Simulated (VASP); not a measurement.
# WSe2 (P6_3/mmc) in VASP: single point with PBEsol+U

Aim: the single point of WSe2 with PBEsol+U.

Everything below comes from runs of VASP 6.6.1. Logs are shortened: lines on timing, memory, paths and dates and some standing lists are left out, and cuts for length are marked.

### Step 1. The cell of the first run

Symmetry: P6_3/mmc, No. 194, hexagonal system. Conventional cell: a = 3.290 Å, b = 3.290 Å, c = 12.970 Å, α = 90.00°, β = 90.00°, γ = 120.00°. Within 3.3 Å of W (site symmetry -6m2) lie 6 Se at 2.53 Å and 6 W at 3.29 Å. Within 3.3 Å of Se (site symmetry 3m) lie 3 W at 2.53 Å and 6 Se at 3.29 Å.

### Step 2. Single point, PBEsol+U, collinear spin, zero start

Input file INCAR:

```
PREC = Accurate ; ENCUT = 520
EDIFF = 1E-6 ; ISMEAR = 0
SIGMA = 0.05 ; LREAL = False
LASPH = True ; NELM = 150
ALGO = Normal ; ISIF = 2
LWAVE = False ; LCHARG = True
ISPIN = 2 ; MAGMOM = 0 0 0 0 0 0
LORBIT = 11 ; LMAXMIX = 4
LDAU = True ; LDAUTYPE = 2
LDAUL = 2 -1 ; LDAUU = 4 0
LDAUJ = 0 0 ; LDAUPRINT = 1
GGA = PS ; LELF = True
LVHAR = True ; NBANDS = 39
```

Input file KPOINTS:

```
Automatic mesh
0
Gamma
  7 7 2
```

Input file POSCAR:

```
WSe2
1.0
    3.2899988200      0.0000000000      0.0000000000
   -1.6449994100      2.8492225500      0.0000000000
    0.0000000000      0.0000000000     12.9700014400
W Se
2 4
Direct
    0.3333333333      0.6666666667      0.2500000000
    0.6666666667      0.3333333333      0.7500000000
    0.3333333333      0.6666666667      0.6210000000
    0.6666666667      0.3333333333      0.1210000000
    0.3333333333      0.6666666667      0.8790000000
    0.6666666667      0.3333333333      0.3790000000
```

Potentials or basis: VASP PAW PBE potentials, release 64 (W_sv, Se).

On the command line:

```
cat potpaw_PBE.64/W_sv/POTCAR potpaw_PBE.64/Se/POTCAR > POTCAR
mpirun -np 1 vasp_std > vasp.out
```

OUTCAR:

```text
PREC = Accurate
   ENCUT = 520
   EDIFF = 1E-6
   ISMEAR = 0
   LREAL = False
   LASPH = True
   NELM = 150
   ISIF = 2
   ISPIN = 2
   LORBIT = 11
   GGA = PS

 ion  position               nearest neighbor table
   1  0.333  0.667  0.250-   4 2.53   6 2.53   4 2.53   6 2.53   4 2.53   6 2.53
   2  0.667  0.333  0.750-   3 2.53   5 2.53   3 2.53   5 2.53   3 2.53   5 2.53
   3  0.333  0.667  0.621-   2 2.53   2 2.53   2 2.53
   4  0.667  0.333  0.121-   1 2.53   1 2.53   1 2.53
   5  0.333  0.667  0.879-   2 2.53   2 2.53   2 2.53
   6  0.667  0.333  0.379-   1 2.53   1 2.53   1 2.53

  LATTYP: Found a hexagonal cell.
 ALAT       =     3.2899988200
 C/A-ratio  =     3.9422510917

  Lattice vectors:

 A1 = (   3.2899988200,   0.0000000000,   0.0000000000)
 A2 = (  -1.6449994100,   2.8492225500,   0.0000000000)
 A3 = (   0.0000000000,   0.0000000000,  12.9700014400)

Analysis of symmetry for initial positions (statically):
=====================================================================
 Subroutine PRICEL returns:
 Original cell was already a primitive cell.

 Routine SETGRP: Setting up the symmetry group for a
 hexagonal supercell.

 Subroutine GETGRP returns: Found 24 space group operations
 (whereof 12 operations were pure point group operations)
 out of a pool of 24 trial point group operations.

The static configuration has the point symmetry D_3d.
 The point group associated with its full space group is D_6h.

Analysis of symmetry for dynamics (positions and initial velocities):
=====================================================================
 Subroutine PRICEL returns:
 Original cell was already a primitive cell.

 Routine SETGRP: Setting up the symmetry group for a
 hexagonal supercell.

 Subroutine GETGRP returns: Found 24 space group operations
 (whereof 12 operations were pure point group operations)
 out of a pool of 24 trial point group operations.

The dynamic configuration has the point symmetry D_3d.
 The point group associated with its full space group is D_6h.

Analysis of structural, dynamic, and magnetic symmetry:
=====================================================================
 Subroutine PRICEL returns:
 Original cell was already a primitive cell.

 Routine SETGRP: Setting up the symmetry group for a
 hexagonal supercell.

 Subroutine GETGRP returns: Found 24 space group operations
 (whereof 12 operations were pure point group operations)
 out of a pool of 24 trial point group operations.

The overall configuration has the point symmetry D_3d.
 The point group associated with its full space group is D_6h.

 Subroutine INISYM returns: Found 24 space group operations
 (whereof 12 operations are pure point group operations),
 and found     1 'primitive' translations

----------------------------------------------------------------------------------------

                                     Primitive cell

  volume of cell :     121.5800

  direct lattice vectors                    reciprocal lattice vectors
     3.289998820  0.000000000  0.000000000     0.303951477  0.175486467  0.000000000
    -1.644999410  2.849222550  0.000000000     0.000000000  0.350972935  0.000000000
     0.000000000  0.000000000 12.970001440     0.000000000  0.000000000  0.077100994

  length of vectors
     3.289998820  3.289998814 12.970001440     0.350972934  0.350972935  0.077100994

  position of ions in fractional coordinates (direct lattice)
     0.333333333  0.666666667  0.250000000
     0.666666667  0.333333333  0.750000000
     0.333333333  0.666666667  0.621000000
     0.666666667  0.333333333  0.121000000
     0.333333333  0.666666667  0.879000000
     0.666666667  0.333333333  0.379000000

  ion indices of the primitive-cell ions
   primitive index   ion index
                 1           1
                 2           2
                 3           3
                 4           4
                 5           5
                 6           6

----------------------------------------------------------------------------------------

 KPOINTS: Automatic mesh

[... 98 lines left out ...]
   NGX = 13   NGY = 13   NGZ = 49

 number of electron      51.9999991 magnetization      -0.0000000

atom =   1  type =  1  l = 2

 onsite density matrix

spin component  1

  0.3293  0.0000  0.0000 -0.0000 -0.0000
  0.0000  0.3251 -0.0000  0.0000  0.0000
  0.0000 -0.0000  0.3550 -0.0000 -0.0000
 -0.0000  0.0000 -0.0000  0.3251  0.0000
 -0.0000  0.0000 -0.0000  0.0000  0.3293

spin component  2

  0.3293 -0.0000  0.0000  0.0000 -0.0000
 -0.0000  0.3251  0.0000  0.0000 -0.0000
  0.0000  0.0000  0.3550  0.0000 -0.0000
  0.0000  0.0000  0.0000  0.3251 -0.0000
 -0.0000 -0.0000 -0.0000 -0.0000  0.3293

 occupancies and eigenvectors

  o =  0.3251  v =  0.0000  1.0000  0.0000 -0.0000  0.0000  0.0000  0.0000  0.0000  0.0000  0.0000      0.0000  0.0000  0.0000  0.0000  0.0000  0.0000  0.0000  0.0000  0.0000  0.0000
  o =  0.3251  v =  0.0000 -0.0000  0.0000 -1.0000  0.0000  0.0000  0.0000  0.0000  0.0000  0.0000      0.0000  0.0000  0.0000  0.0000  0.0000  0.0000  0.0000  0.0000  0.0000  0.0000
  o =  0.3251  v =  0.0000  0.0000  0.0000  0.0000  0.0000  0.0000 -1.0000 -0.0000  0.0000 -0.0000      0.0000  0.0000  0.0000  0.0000  0.0000  0.0000  0.0000  0.0000  0.0000  0.0000
  o =  0.3251  v =  0.0000  0.0000  0.0000  0.0000  0.0000  0.0000 -0.0000  0.0000 -1.0000 -0.0000      0.0000  0.0000  0.0000  0.0000  0.0000  0.0000  0.0000  0.0000  0.0000  0.0000
  o =  0.3293  v =  0.0000 -0.0000  0.0000  0.0000  1.0000  0.0000  0.0000  0.0000  0.0000  0.0000      0.0000  0.0000  0.0000  0.0000  0.0000  0.0000  0.0000  0.0000  0.0000  0.0000
  o =  0.3293  v =  1.0000  0.0000  0.0000  0.0000  0.0000  0.0000  0.0000  0.0000  0.0000  0.0000      0.0000  0.0000  0.0000  0.0000  0.0000  0.0000  0.0000  0.0000  0.0000  0.0000
  o =  0.3293  v =  0.0000  0.0000  0.0000  0.0000  0.0000  0.0000 -0.0000  0.0000 -0.0000  1.0000      0.0000  0.0000  0.0000  0.0000  0.0000  0.0000  0.0000  0.0000  0.0000  0.0000
  o =  0.3293  v =  0.0000  0.0000  0.0000  0.0000  0.0000  1.0000  0.0000  0.0000  0.0000  0.0000      0.0000  0.0000  0.0000  0.0000  0.0000  0.0000  0.0000  0.0000  0.0000  0.0000
  o =  0.3550  v =  0.0000 -0.0000  1.0000  0.0000 -0.0000  0.0000  0.0000  0.0000  0.0000  0.0000      0.0000  0.0000  0.0000  0.0000  0.0000  0.0000  0.0000  0.0000  0.0000  0.0000
  o =  0.3550  v =  0.0000  0.0000  0.0000  0.0000  0.0000  0.0000  0.0000 -1.0000 -0.0000  0.0000      0.0000  0.0000  0.0000  0.0000  0.0000  0.0000  0.0000  0.0000  0.0000  0.0000

atom =   2  type =  1  l = 2

 onsite density matrix

spin component  1

  0.3293 -0.0000  0.0000 -0.0000 -0.0000
 -0.0000  0.3251  0.0000  0.0000 -0.0000
  0.0000  0.0000  0.3550 -0.0000 -0.0000
 -0.0000  0.0000 -0.0000  0.3251  0.0000
 -0.0000 -0.0000 -0.0000  0.0000  0.3293

spin component  2

  0.3293  0.0000  0.0000  0.0000 -0.0000
  0.0000  0.3251 -0.0000  0.0000  0.0000
  0.0000 -0.0000  0.3550  0.0000 -0.0000
  0.0000  0.0000  0.0000  0.3251 -0.0000
 -0.0000  0.0000 -0.0000 -0.0000  0.3293

 occupancies and eigenvectors

  o =  0.3251  v =  0.0000 -1.0000 -0.0000  0.0000  0.0000  0.0000  0.0000  0.0000  0.0000  0.0000      0.0000  0.0000  0.0000  0.0000  0.0000  0.0000  0.0000  0.0000  0.0000  0.0000
  o =  0.3251  v =  0.0000 -0.0000 -0.0000 -1.0000  0.0000  0.0000  0.0000  0.0000  0.0000  0.0000      0.0000  0.0000  0.0000  0.0000  0.0000  0.0000  0.0000  0.0000  0.0000  0.0000
  o =  0.3251  v =  0.0000  0.0000  0.0000  0.0000  0.0000  0.0000  1.0000  0.0000 -0.0000  0.0000      0.0000  0.0000  0.0000  0.0000  0.0000  0.0000  0.0000  0.0000  0.0000  0.0000
  o =  0.3251  v =  0.0000  0.0000  0.0000  0.0000  0.0000  0.0000 -0.0000 -0.0000 -1.0000 -0.0000      0.0000  0.0000  0.0000  0.0000  0.0000  0.0000  0.0000  0.0000  0.0000  0.0000
  o =  0.3293  v =  0.0000  0.0000  0.0000  0.0000  1.0000  0.0000  0.0000  0.0000  0.0000  0.0000      0.0000  0.0000  0.0000  0.0000  0.0000  0.0000  0.0000  0.0000  0.0000  0.0000
  o =  0.3293  v =  1.0000  0.0000  0.0000  0.0000  0.0000  0.0000  0.0000  0.0000  0.0000  0.0000      0.0000  0.0000  0.0000  0.0000  0.0000  0.0000  0.0000  0.0000  0.0000  0.0000
  o =  0.3293  v =  0.0000  0.0000  0.0000  0.0000  0.0000  0.0000 -0.0000  0.0000 -0.0000  1.0000      0.0000  0.0000  0.0000  0.0000  0.0000  0.0000  0.0000  0.0000  0.0000  0.0000
  o =  0.3293  v =  0.0000  0.0000  0.0000  0.0000  0.0000  1.0000  0.0000  0.0000  0.0000  0.0000      0.0000  0.0000  0.0000  0.0000  0.0000  0.0000  0.0000  0.0000  0.0000  0.0000
  o =  0.3550  v =  0.0000  0.0000 -1.0000  0.0000  0.0000  0.0000  0.0000  0.0000  0.0000  0.0000      0.0000  0.0000  0.0000  0.0000  0.0000  0.0000  0.0000  0.0000  0.0000  0.0000
  o =  0.3550  v =  0.0000  0.0000  0.0000  0.0000  0.0000  0.0000 -0.0000  1.0000 -0.0000 -0.0000      0.0000  0.0000  0.0000  0.0000  0.0000  0.0000  0.0000  0.0000  0.0000  0.0000

 number of electron      51.9999991 magnetization       0.0000000

 Free energy of the ion-electron system (eV)
  ---------------------------------------------------
  ext. energy  EPLUGINS =         0.00000000
  ---------------------------------------------------
  free energy    TOTEN  =       -37.58741391 eV

  energy without entropy =      -37.58741391  energy(sigma->0) =      -37.58741391

 E-fermi :   6.6382     XC(G=0): -10.9171

 val. band max:        6.2762475106   @ k =   0.0000   0.0000   0.0000
 cond. band min:       7.3570398393   @ k =   0.1429   0.1429   0.0000
 fundamental gap:      1.0807923288
 Fermi energy:         6.6382379771

 spin component 1

 k-point     1 :       0.0000    0.0000    0.0000
  band No.  band energies     occupation
      1     -68.6548      1.00000
      2     -68.6548      1.00000
      3     -32.8533      1.00000
      4     -32.8533      1.00000
      5     -32.7460      1.00000
      6     -32.7460      1.00000
[... 645 lines left out ...]
     37      12.9484      0.00000
     38      12.9484      0.00000
 Fermi energy:         6.6382379771

 spin component 2

 k-point     1 :       0.0000    0.0000    0.0000
  band No.  band energies     occupation
      1     -68.6548      1.00000
      2     -68.6548      1.00000
      3     -32.8533      1.00000
      4     -32.8533      1.00000
      5     -32.7460      1.00000
      6     -32.7460      1.00000
[... 645 lines left out ...]
     37      12.9484      0.00000
     38      12.9484      0.00000
 [bands above 38 left out]

------------------------ aborting loop because EDIFF is reached ----------------------------------------

  FORCE on cell =-STRESS in cart. coord.  units (eV):
  Direction    XX          YY          ZZ          XY          YZ          ZX
  --------------------------------------------------------------------------------------
  -------------------------------------------------------------------------------------
  Total        0.9686926      0.9686926      2.3137956      0.0000000      0.0000000      0.0000000
  in kB       12.7653996     12.7653995     30.4911235      0.0000000      0.0000000      0.0000000
  external PRESSURE =      18.6739742 kB  Pullay stress =       0.0000000 kB

 VOLUME and BASIS-vectors are now :
 -----------------------------------------------------------------------------
  energy-cutoff  :      520.00
  volume of cell :      121.58
      direct lattice vectors                 reciprocal lattice vectors
     3.289998820  0.000000000  0.000000000     0.303951477  0.175486467  0.000000000
    -1.644999410  2.849222550  0.000000000     0.000000000  0.350972935  0.000000000
     0.000000000  0.000000000 12.970001440     0.000000000  0.000000000  0.077100994

 POSITION                                       TOTAL-FORCE (eV/Angst)
 -----------------------------------------------------------------------------------
     -0.00000      1.89948      3.24250         0.000000     -0.000000      0.000000
      1.64500      0.94974      9.72750        -0.000000      0.000000      0.000000
     -0.00000      1.89948      8.05437         0.000000     -0.000000     -0.268960
      1.64500      0.94974      1.56937        -0.000000     -0.000000     -0.268960
     -0.00000      1.89948     11.40063         0.000000      0.000000      0.268960
      1.64500      0.94974      4.91563        -0.000000      0.000000      0.268960
 -----------------------------------------------------------------------------------
    total drift:                               -0.000000      0.000000     -0.000000

  FREE ENERGIE OF THE ION-ELECTRON SYSTEM (eV)
  ---------------------------------------------------
  free  energy   TOTEN  =       -37.5874139063 eV

  energy  without entropy=      -37.5874139063  energy(sigma->0) =      -37.58741391

 total charge

# of ion       s       p       d       tot
------------------------------------------
    1        2.327   6.294   3.277  11.897
    2        2.327   6.294   3.277  11.897
    3        1.476   2.356   0.073   3.905
    4        1.476   2.356   0.073   3.905
    5        1.476   2.356   0.073   3.905
    6        1.476   2.356   0.073   3.905
--------------------------------------------------
tot         10.558  22.013   6.844  39.415

 magnetization (x)

# of ion       s       p       d       tot
------------------------------------------
    1        0.000  -0.000  -0.000  -0.000
    2        0.000  -0.000  -0.000  -0.000
    3       -0.000   0.000   0.000  -0.000
    4       -0.000   0.000   0.000  -0.000
    5       -0.000   0.000   0.000  -0.000
    6       -0.000   0.000   0.000  -0.000
--------------------------------------------------
tot         -0.000  -0.000  -0.000  -0.000
```

Run time: 4.6 min. Hardware: 1 thread of AMD EPYC 7R13, shared host; peak memory 0.29 GiB.

What came out:

```
Free energy                                           : -37.5874 eV
Pressure                                              : 1.9 GPa
Largest force                                         : 0.269 eV/Å
Band gap on the k mesh                                : 1.08 eV, indirect (least direct gap 1.94 eV)
Net moment                                            : 0.00 μB per cell
Valence electrons inside the program's atomic spheres : W 11.90; Se 3.90
```

Forces in eV/Å, atoms in the order of the input:
```
W    0.000  0.000  0.000
W    0.000  0.000  0.000
Se   0.000  0.000 -0.269
Se   0.000  0.000 -0.269
Se   0.000  0.000  0.269
Se   0.000  0.000  0.269
```

Levels at points of the mesh, in eV from the valence-band top:
Spin up:
| k point | band 23 | band 24 | band 25 | band 26 | band 27 | band 28 | band 29 | band 30 |
| --- | --- | --- | --- | --- | --- | --- | --- | --- |
| (0.00, 0.00, 0.00) | -1.46 | -1.14 | -1.13 | 0.00 | 2.65 | 2.65 | 2.69 | 2.69 |
| (0.00, 0.00, 0.50) | -1.48 | -1.48 | -0.23 | -0.23 | 2.65 | 2.65 | 2.65 | 2.65 |
Spin down:
```tsv
k point	band 22	band 23	band 24	band 25	band 26	band 27	band 28	band 29	band 30	band 31
(0.00, 0.00, 0.00)	-1.46	-1.46	-1.14	-1.13	0.00	2.65	2.65	2.69	2.69	2.73
(0.00, 0.00, 0.50)	-1.48	-1.48	-1.48	-0.23	-0.23	2.65	2.65	2.65	2.65	2.85
```

Eigenvalues of the final occupation matrices:
| site | spin | trace | eigenvalues |
| --- | --- | --- | --- |
| site 1 d | 1 | 1.66 | 0.33 0.33 0.33 0.33 0.35 |
| site 1 d | 2 | 1.66 | 0.33 0.33 0.33 0.33 0.35 |
| site 2 d | 1 | 1.66 | 0.33 0.33 0.33 0.33 0.35 |
| site 2 d | 2 | 1.66 | 0.33 0.33 0.33 0.33 0.35 |

Caveat: the PAW data sets were made with another functional, which shifts forces and pressure a little; spin-orbit coupling is left out, which moves the levels of the heavy elements; this functional lacks dispersion, which binds the layers, so the pressure and a relaxed spacing across them are unreliable.
